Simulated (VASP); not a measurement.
Crystal: Al7Cu.

```xyz
8
Lattice="5.4136 0.0000 0.0000 0.0000 5.4136 0.0000 0.0000 0.0000 5.4136" Properties=species:S:1:pos:R:3 pbc="T T T"
Al    1.3676    1.3676    1.3676
Al    0.0000    2.7068    2.7068
Al    2.7068    2.7068    0.0000
Al    2.7068    0.0000    2.7068
Al    4.0461    1.3676    4.0461
Al    4.0461    4.0461    1.3676
Al    1.3676    4.0461    4.0461
Cu    0.0000    0.0000    0.0000
```

The cell was built from a structure type or drawn by symmetry, and may not be a known phase.

```yaml
Program: VASP 6.6.1
Task: relaxation of cell and atoms
Functional: PBE
Potentials_or_basis: VASP PAW PBE potentials, release 64 (Al, Cu)
Cutoff: 600 eV
k_mesh: 4 × 4 × 4
Occupations: gaussian, width 0.1 eV
Spin: no spin polarisation
```

At the start: pressure 19.4 GPa; volume 19.83 Å³/atom.

Problem. How do energy, volume and symmetry change on relaxing?

Solution. Over 9 steps the energy falls by 374.4 meV/atom and the volume is 25.68 Å³/atom (+29.5 %); space group P-43m (No. 215, to 0.1 Å) before and after.

Step by step:
| step | energy change (eV) | largest force (eV/Å) | pressure (GPa) | volume (Å³) |
| --- | --- | --- | --- | --- |
| 1 | 0.0000 | 1.5388 | 19.39 | 158.66 |
| 2 | -2.6710 | 0.5535 | -1.83 | 220.40 |
| 3 | -2.7119 | 0.6387 | -0.31 | 210.91 |
| 4 | -2.7121 | 0.6269 | -0.51 | 212.06 |
| 5 | -2.7906 | 0.5851 | -0.46 | 210.87 |
| 6 | -2.9666 | 0.2810 | -0.10 | 207.33 |
| 7 | -2.6752 | 1.1879 | 1.96 | 200.37 |
| 8 | -2.9917 | 0.1095 | 0.11 | 206.06 |
| 9 | -2.9949 | 0.0023 | 0.24 | 205.41 |

Final structure:
```xyz
8
Lattice="5.9003 0.0000 0.0000 0.0000 5.9003 0.0000 0.0000 0.0000 5.9003" Properties=species:S:1:pos:R:3 pbc="T T T"
Al    1.3501    1.3501    1.3501
Al    5.9003    2.9501    2.9501
Al    2.9501    2.9501    0.0000
Al    2.9501    0.0000    2.9501
Al    4.5501    1.3501    4.5501
Al    4.5501    4.5501    1.3501
Al    1.3501    4.5501    4.5501
Cu    5.9003    0.0000    0.0000
```

Caveat: the volume moved by over 15 % at a fixed basis, so the end points are rough.
